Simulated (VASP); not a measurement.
Input of a VASP 6.6.1 run:

Contents of INCAR:

```
ALGO = Normal
EDIFF = 1E-6
ENCUT = 700
GGA = PS
GGA_COMPAT = F
ISIF = 2
ISMEAR = 1
ISYM = -1
LASPH = T
LCHARG = F
LREAL = Auto
LWAVE = F
NBANDS = 86
NELM = 120
PREC = Accurate
SIGMA = 0.05
```

Contents of KPOINTS:

```
explicit points
1
Reciprocal
  0.25000000   0.25000000   0.25000000 1
```

File POSCAR:

```
Zn5Ga3N3O5
1.0
    6.4287110000      0.0000000000      0.0000000000
    0.0000000000      5.5674270000      0.0000000000
    0.0000000000      0.0000000000      5.2049820000
Ga Zn O N
3 5 5 3
Direct
    0.2628920000      0.1611890000      0.4592600000
    0.0082500000      0.6741600000      0.5167710000
    0.4723700000      0.3135360000      0.0017040000
    0.7463270000      0.1868780000      0.4918020000
    0.4571780000      0.6678520000      0.4816820000
    0.0051780000      0.3306840000      0.0300720000
    0.2212830000      0.8297140000      0.0271890000
    0.7531970000      0.8147230000      0.9937960000
    0.9835920000      0.3402650000      0.3909470000
    0.2652560000      0.8443870000      0.3736010000
    0.9884240000      0.6789170000      0.8640080000
    0.7553940000      0.1857900000      0.8640910000
    0.5086640000      0.6611080000      0.8532280000
    0.5191640000      0.3420930000      0.3726090000
    0.7490100000      0.8517170000      0.3860010000
    0.2444190000      0.1850050000      0.8607890000
```

Potentials or basis: VASP PAW PBE potentials, release 64 (Ga_d, Zn, O, N).

Command:

```sh
$ cat potpaw_PBE.64/Ga_d/POTCAR potpaw_PBE.64/Zn/POTCAR potpaw_PBE.64/O/POTCAR potpaw_PBE.64/N/POTCAR > POTCAR
$ mpirun -np 1 vasp_std > vasp.out
```

Task: What does it give for the pressure?

Result: 6.1 GPa.

Task: What does it give for the largest force?

Result: 7.493 eV/Å.

Forces on the atoms (eV/Å):
```
Ga   0.497  2.920  3.031
Ga  -3.421  0.743 -1.679
Ga   3.724  1.605 -0.248
Zn  -0.621 -2.443  1.070
Zn   6.556 -3.001  2.037
Zn  -0.732 -0.401 -2.074
Zn   1.202  0.897 -3.298
Zn  -1.963  1.799  1.625
O    3.609  1.489  0.361
O   -4.784  1.786 -0.156
O    2.088 -1.336  0.021
O   -1.160  0.107  1.431
O   -1.759 -0.876  1.261
N   -3.928  0.245 -1.885
N    1.815 -1.738 -0.348
N   -1.123 -1.796 -1.147
```

Caveat: the cell stands under pressure; the PAW data sets were made with another functional, which shifts forces and pressure a little.
